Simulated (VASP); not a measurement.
Input of a VASP 6.6.1 run:

Contents of INCAR:

```
PREC = Accurate
ENCUT = 500
EDIFF = 1E-6
ISMEAR = 0
SIGMA = 0.01
LREAL = F
LASPH = T
NELM = 120
ALGO = Normal
ISIF = 2
LWAVE = F
LCHARG = F
GGA = PS
NBANDS = 16
GGA_COMPAT = F
```

KPOINTS

```
regular mesh
0
Gamma
  4 4 4
```

POSCAR

```
CdS
1.0
    3.8936750000      0.0000000000      0.0000000000
    1.9468375000      3.3720214641      0.0000000000
    1.9468375000      1.1240071547      3.1791723247
Cd S
1 1
Direct
    0.0000000000      0.0000000000      0.0000000000
    0.5000000000      0.5000000000      0.5000000000
```

Potentials or basis: VASP PAW PBE potentials, release 64 (Cd, S).

Command:

```console
$ cat potpaw_PBE.64/Cd/POTCAR potpaw_PBE.64/S/POTCAR > POTCAR
$ mpirun -np 1 vasp_std > vasp.out
```

Q: What does it give for the pressure?

A: -3.6 GPa.

Q: Estimate the band gap on the k mesh.

A: 0.08 eV, indirect (least direct gap 1.38 eV).

Caveat: the k points lie up to 0.49 Å⁻¹ apart; the PAW data sets were made with another functional, which shifts forces and pressure a little. A k mesh can miss the band edges.
